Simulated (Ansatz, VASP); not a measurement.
# One calculation of TiSi2, two programs

The input INCAR:

```
ALGO = Normal ; EDIFF = 1E-6
EDIFFG = -0.01 ; ENCUT = 600
GGA = PE ; IBRION = 2
ISIF = 3 ; ISMEAR = 0
LASPH = True ; LCHARG = False
LREAL = False ; LWAVE = False
NELM = 100 ; NSW = 100
PREC = Accurate ; SIGMA = 0.1
```

Contents of KPOINTS:

```
k-points
0
Gamma
  10 10 10
```

The input POSCAR:

```
TiSi2
1.0
    1.7651050250     -6.7592815350      0.0000000000
    1.7651050250      6.7592815350      0.0000000000
    0.0000000000      0.0000000000      3.5651739700
Ti Si
2 4
Direct
    0.8968819200      0.1031180800      0.7500000000
    0.1031180800      0.8968819200      0.2500000000
    0.5582514500      0.4417485500      0.7500000000
    0.4417485500      0.5582514500      0.2500000000
    0.2496851800      0.7503148200      0.7500000000
    0.7503148200      0.2496851800      0.2500000000
```

Input for Ansatz:

```yaml
crystal:
  lattice:
    - [1.765105025, -6.759281535, 0.0]
    - [1.765105025, 6.759281535, 0.0]
    - [0.0, 0.0, 3.56517397]
  atoms:
    - { symbol: Ti, position: [0.89688192, 0.10311808, 0.75] }
    - { symbol: Ti, position: [0.10311808, 0.89688192, 0.25] }
    - { symbol: Si, position: [0.55825145, 0.44174855, 0.75] }
    - { symbol: Si, position: [0.44174855, 0.55825145, 0.25] }
    - { symbol: Si, position: [0.24968518, 0.75031482, 0.75] }
    - { symbol: Si, position: [0.75031482, 0.24968518, 0.25] }
basis:
  ecutwfc: 420
kpoints:
  mp_grid: { grid: [10, 10, 10] }
hamiltonian:
  xc: pbe
scf:
  occupations: { method: gaussian, width: 0.1 }
output:
  forces: true
  stress: true
  eigenvalues: true
  write_density: true
  write_potential: true
  elf: true
  volumetric_format: npy
relax:
  adjacent_minimum: "off"
  f_tol: 0.005
  max_steps: 80
  cell: { stress_tol: 0.05 }
```

Alike in both runs: task relaxation of cell and atoms; functional PBE; k mesh 10 × 10 × 10; occupations gaussian, width 0.1 eV; no spin polarisation.

```csv
,VASP,Ansatz
version,VASP 6.6.1,Ansatz 0.2.0
potentials or method,"VASP PAW PBE potentials, release 64 (Ti_sv, Si), cutoff 600 eV","scalar-relativistic, plane waves, PAW"
valence electrons in the cell,40,40
```

Ansatz gave:

| Quantity | Value |
| --- | --- |
| gap on the k mesh at the Fermi level, each at its own relaxed structure (eV) | none |
| relaxed volume (Å³/atom) | 14.35 |
| relaxed cell length with the largest relative difference (Å) | 7.009 |

Q: Estimate VASP's values.

A: gap on the k mesh at the Fermi level, each at its own relaxed structure (eV): none; relaxed volume (Å³/atom): 14.35; relaxed cell length with the largest relative difference (Å): 7.013.

A gap of «none» marks a metal or a gap that the smearing closes.
